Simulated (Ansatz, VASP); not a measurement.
One calculation of Ir, two programs

INCAR

```
PREC     = Accurate       # precision mode
ENCUT    = 520            # plane-wave cutoff, eV
EDIFF    = 1E-7           # SCF threshold, eV
ISMEAR   = 0              # smearing method
SIGMA    = 0.15           # smearing width, eV
LREAL    = False          # projectors in reciprocal space
LASPH    = True           # aspherical terms in the spheres
NELM     = 60             # most SCF steps
ALGO     = Fast           # electronic algorithm
ISIF     = 2              # what is computed and relaxed
LWAVE    = False          # write WAVECAR
LCHARG   = False          # write CHGCAR
GGA      = PS             # functional
NBANDS   = 16             # bands
```

KPOINTS

```
Automatic mesh
0
Gamma
  30 30 16
```

The input POSCAR:

```
Ir
1.0
    2.6751920882      0.0000000000      0.0000000000
   -1.3375960441      2.3167843084      0.0000000000
    0.0000000000      0.0000000000      4.5536661659
Ir
2
Direct
    0.6666666667      0.3333333333      0.7500000000
    0.3333333333      0.6666666667      0.2500000000
```

Input for Ansatz:

```yaml
crystal:
  lattice:
    - [2.6751920882, 0.0, 0.0]
    - [-1.3375960441, 2.3167843084, 0.0]
    - [0.0, 0.0, 4.5536661659]
  atoms:
    - { symbol: Ir, position: [0.6666666667, 0.3333333333, 0.75] }
    - { symbol: Ir, position: [0.3333333333, 0.6666666667, 0.25] }
basis:
  ecutwfc: 420
kpoints:
  mp_grid: { grid: [30, 30, 16] }
hamiltonian:
  xc: pbesol
scf:
  occupations: { method: gaussian, width: 0.15 }
output:
  forces: true
  stress: true
  eigenvalues: true
```

Alike in both runs: task single point; functional PBEsol; k mesh 30 × 30 × 16; occupations gaussian, width 0.15 eV; no spin polarisation.

|  | VASP | Ansatz |
| --- | --- | --- |
| version | VASP 6.6.1 | Ansatz 0.2.0 |
| potentials or method | VASP PAW PBE potentials, release 64 (Ir), cutoff 520 eV | scalar-relativistic, plane waves, PAW |
| valence electrons in the cell | 18 | 34 |

VASP gave:

```
gap on the k mesh at the Fermi level (eV)                     : none
pressure (GPa)                                                : 1.9
traceless stress, the component that is largest in VASP (GPa) : -12.52
```

Question: Which values does Ansatz return?

Answer: gap on the k mesh at the Fermi level (eV): none; pressure (GPa): 0.9; traceless stress, the component that is largest in VASP (GPa): -12.48.

VASP's potentials were made for PBE, not for PBEsol. A gap of «none» marks a metal or a gap that the smearing closes. VASP's potentials hold 18 valence electrons a cell and Ansatz's 34, so a difference there can come from the potentials and not from the codes.

Spin-orbit coupling is off throughout.
